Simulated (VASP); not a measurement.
# MnSi (Pm-3m) in VASP: notebook, part 2 of 2

VASP 6.6.1. The steps go on from the part before.

**3. Relaxation of cell and atoms, PBEsol-based screened hybrid with 25 % exact exchange, collinear spin, ferromagnetic start**

This run uses another cell than the first one, of 13.33 Å³/atom.

POSCAR reads:

```
MnSi
1.0
    2.9874314600      0.0000000000      0.0000000000
    0.0000000000      2.9874314600      0.0000000000
    0.0000000000      0.0000000000      2.9874314600
Mn Si
1 1
Direct
    0.5000000000      0.5000000000      0.5000000000
    0.0000000000      0.0000000000      0.0000000000
```

INCAR.step1 reads:

```
SYSTEM = MnSi
PREC     = Accurate       ! precision mode
ENCUT    = 600            ! plane-wave cutoff, eV
EDIFF    = 1E-5           ! SCF threshold, eV
ISMEAR   = -1             ! smearing method
SIGMA    = 0.05           ! smearing width, eV
LREAL    = .False.        ! projectors in reciprocal space
LASPH    = .True.         ! aspherical terms in the spheres
NELM     = 150            ! most SCF steps
ALGO     = Normal         ! electronic algorithm
LWAVE    = .True.         ! write WAVECAR
LCHARG   = .False.        ! write CHGCAR
ISPIN    = 2              ! spin polarisation
MAGMOM   = 4 0            ! initial moments
LORBIT   = 11             ! projections on sites
LMAXMIX  = 4              ! l up to which the mixer works
GGA      = PE             ! functional
NBANDS   = 20             ! bands
KPAR     = 4
```

INCAR.step2 reads:

```
SYSTEM = MnSi
PREC     = Accurate       ! precision mode
ENCUT    = 600            ! plane-wave cutoff, eV
EDIFF    = 1E-6           ! SCF threshold, eV
ISMEAR   = -1             ! smearing method
SIGMA    = 0.05           ! smearing width, eV
LREAL    = .False.        ! projectors in reciprocal space
LASPH    = .True.         ! aspherical terms in the spheres
NELM     = 150            ! most SCF steps
ALGO     = Normal         ! electronic algorithm
ISIF     = 3              ! what is computed and relaxed
LWAVE    = .False.        ! write WAVECAR
LCHARG   = .False.        ! write CHGCAR
ISPIN    = 2              ! spin polarisation
MAGMOM   = 4 0            ! initial moments
LORBIT   = 11             ! projections on sites
LMAXMIX  = 4              ! l up to which the mixer works
GGA      = PS             ! functional
LHFCALC  = .True.         ! exact exchange
AEXX     = 0.25           ! exact-exchange fraction
HFSCREEN = 0.207          ! screening, 1/A
PRECFOCK = Normal       
IBRION   = 2              ! ionic algorithm
NSW      = 60             ! ionic steps
EDIFFG   = -0.01          ! ionic threshold
ISTART   = 1            
KPAR     = 4
```

KPOINTS reads:

```
regular mesh
0
Gamma
  5 5 5
  0 0 0
```

Potentials or basis: VASP PAW PBE potentials, release 64 (Mn_pv, Si).

Run with:

```bash
cat potpaw_PBE.64/Mn_pv/POTCAR potpaw_PBE.64/Si/POTCAR > POTCAR
cp INCAR.step1 INCAR
mpirun -np 4 vasp_std > vasp.out
cp INCAR.step2 INCAR
mpirun -np 4 vasp_std > vasp.out
```

OUTCAR:

```text
SYSTEM = MnSi
   PREC = Accurate
   ENCUT = 600
   EDIFF = 1E-6
   ISMEAR = -1
   LREAL = .False.
   LASPH = .True.
   NELM = 150
   ISIF = 3
   ISPIN = 2
   LORBIT = 11
   GGA = PS
   LHFCALC = .True.
   AEXX = 0.25
   HFSCREEN = 0.207
   PRECFOCK = Normal
   IBRION = 2
   NSW = 60
   EDIFFG = -0.01
   ISTART = 1

 ion  position               nearest neighbor table
   1  0.500  0.500  0.500-   2 2.59   2 2.59   2 2.59   2 2.59   2 2.59   2 2.59   2 2.59   2 2.59

   2  0.000  0.000  0.000-   1 2.59   1 2.59   1 2.59   1 2.59   1 2.59   1 2.59   1 2.59   1 2.59

  LATTYP: Found a simple cubic cell.
 ALAT       =     2.9874314600

  Lattice vectors:

 A1 = (   2.9874314600,   0.0000000000,   0.0000000000)
 A2 = (   0.0000000000,   2.9874314600,   0.0000000000)
 A3 = (   0.0000000000,   0.0000000000,   2.9874314600)

Analysis of symmetry for initial positions (statically):
=====================================================================
 Subroutine PRICEL returns:
 Original cell was already a primitive cell.

 Routine SETGRP: Setting up the symmetry group for a
 simple cubic supercell.

 Subroutine GETGRP returns: Found 48 space group operations
 (whereof 48 operations were pure point group operations)
 out of a pool of 48 trial point group operations.

The static configuration has the point symmetry O_h .

Analysis of symmetry for dynamics (positions and initial velocities):
=====================================================================
 Subroutine PRICEL returns:
 Original cell was already a primitive cell.

 Routine SETGRP: Setting up the symmetry group for a
 simple cubic supercell.

 Subroutine GETGRP returns: Found 48 space group operations
 (whereof 48 operations were pure point group operations)
 out of a pool of 48 trial point group operations.

The dynamic configuration has the point symmetry O_h .

Analysis of structural, dynamic, and magnetic symmetry:
=====================================================================
 Subroutine PRICEL returns:
 Original cell was already a primitive cell.

 Routine SETGRP: Setting up the symmetry group for a
 simple cubic supercell.

 Subroutine GETGRP returns: Found 48 space group operations
 (whereof 48 operations were pure point group operations)
[... 123 lines left out ...]
   IVDW    =     0    specifies the selected vdW correction
   LEPSILON=     F    determine dielectric tensor
   LRPA    =     F    only Hartree local field effects (RPA)
 conjugate gradient relaxation of ions
 spin polarized calculation
  energy-cutoff  :      600.00
  volume of cell :       26.66
 maximum number of plane-waves:       904
 NGX is ok and might be reduce to    24
  NGX = 18; NGY = 18; NGZ = 18

--------------------------------------- Ionic step        1  -------------------------------------------

 number of electron      17.0000006 magnetization       3.4320573

 Free energy of the ion-electron system (eV)
  ---------------------------------------------------
  ext. energy  EPLUGINS =         0.00000000
  ---------------------------------------------------
  free energy    TOTEN  =       -19.32590070 eV

  energy without entropy =      -19.32138906  energy(sigma->0) =      -19.32364488

 E-fermi :  10.2301     XC(G=0):  -9.9384

 val. band max:       10.1176651523   @ k =   0.4000   0.2000   0.0000
 cond. band min:      10.4280389796   @ k =   0.4000   0.2000   0.2000
 fundamental gap:      0.3103738274
 Fermi energy:        10.2300552318

 spin component 1

 k-point     1 :       0.0000    0.0000    0.0000
  band No.  band energies     occupation
      1     -44.2506      1.00000
      2     -44.2506      1.00000
      3     -44.2506      1.00000
      4      -4.2252      1.00000
      5       4.1446      1.00000
      6       4.1446      1.00000
      7       6.2569      1.00000
      8       6.2569      1.00000
      9       6.2569      1.00000
     10      12.7031      0.00000
     11      12.7031      0.00000
[... 398 lines left out ...]
--------------------------------------- Ionic step        3  -------------------------------------------

 number of electron      17.0000025 magnetization       3.4324823

 Free energy of the ion-electron system (eV)
  ---------------------------------------------------
  ext. energy  EPLUGINS =         0.00000000
  ---------------------------------------------------
  free energy    TOTEN  =       -19.33956677 eV

  energy without entropy =      -19.33499066  energy(sigma->0) =      -19.33727871

 E-fermi :   9.8989     XC(G=0):  -9.8073

 val. band max:        9.7928994288   @ k =   0.4000   0.2000   0.0000
 cond. band min:      10.0960240018   @ k =   0.4000   0.2000   0.2000
 fundamental gap:      0.3031245730
 Fermi energy:         9.8989277316

 spin component 1

 k-point     1 :       0.0000    0.0000    0.0000
  band No.  band energies     occupation
      1     -44.7167      1.00000
      2     -44.7167      1.00000
      3     -44.7167      1.00000
      4      -4.3678      1.00000
      5       3.8062      1.00000
      6       3.8062      1.00000
      7       5.7776      1.00000
      8       5.7776      1.00000
      9       5.7776      1.00000
     10      12.1829      0.00000
     11      12.1829      0.00000
[... 356 lines left out ...]
  FREE ENERGIE OF THE ION-ELECTRON SYSTEM (eV)
  ---------------------------------------------------
  free  energy   TOTEN  =       -19.3395667672 eV

  energy  without entropy=      -19.3349906625  energy(sigma->0) =      -19.33727871

 reached required accuracy - stopping structural energy minimisation

 total charge

# of ion       s       p       d       tot
------------------------------------------
    1        0.315   6.262   5.076  11.653
    2        0.836   0.797   0.000   1.634
--------------------------------------------------
tot          1.151   7.060   5.076  13.287

 magnetization (x)

# of ion       s       p       d       tot
------------------------------------------
    1       -0.001   0.017   3.607   3.624
    2        0.009  -0.101   0.000  -0.092
--------------------------------------------------
tot          0.009  -0.084   3.607   3.532
```

OUTCAR.step1:

```text
SYSTEM = MnSi
   PREC = Accurate
   ENCUT = 600
   EDIFF = 1E-5
   ISMEAR = -1
   LREAL = .False.
   LASPH = .True.
   NELM = 150
   ISPIN = 2
   LORBIT = 11
   GGA = PE

 ion  position               nearest neighbor table
[... 689 lines left out ...]

 total charge

# of ion       s       p       d       tot
------------------------------------------
    1        0.280   6.256   5.199  11.736
    2        0.747   0.790   0.000   1.537
--------------------------------------------------
tot          1.027   7.046   5.199  13.273

 magnetization (x)

# of ion       s       p       d       tot
------------------------------------------
    1        0.002   0.019   1.153   1.174
    2       -0.020  -0.057   0.000  -0.077
--------------------------------------------------
tot         -0.018  -0.038   1.153   1.097
```

Run time: 37 min. Hardware: 4 MPI ranks of Oxide Virtual Turin-like, shared host; peak memory 0.22 GiB.

What came out:

- Free energy: -19.3396 eV
- Relaxed volume: 13.81 Å³/atom
- Relaxed cell: a = 3.023 Å, b = 3.023 Å, c = 3.023 Å, α = 90.00°, β = 90.00°, γ = 90.00°
- Space group after relaxing (to 0.1 Å): Pm-3m (No. 221)
- Energy gained by relaxing: 6.8 meV/atom
- Ionic steps: 3
- Pressure after relaxing: 0.0 GPa
- Net moment: 3.43 μB per cell
- Site moments: Mn +3.62; Si -0.09 μB
- Valence electrons inside the program's atomic spheres: Mn 11.65; Si 1.63

The path:
```csv
step,energy change (eV),largest force (eV/Å),pressure (GPa),volume (Å³)
1,0.0000,0.0000,4.74,26.66
2,-0.0092,0.0000,-2.31,28.21
3,-0.0137,0.0000,0.01,27.62
```

Final structure:
```xyz
2
Lattice="3.0229 0.0000 0.0000 0.0000 3.0229 0.0000 0.0000 0.0000 3.0229" Properties=species:S:1:pos:R:3 pbc="T T T"
Mn    1.5115    1.5115    1.5115
Si    0.0000    0.0000    0.0000
```

Caveat: the k points lie up to 0.42 Å⁻¹ apart in the final cell; the PAW data sets were made with another functional, which shifts forces and pressure a little.
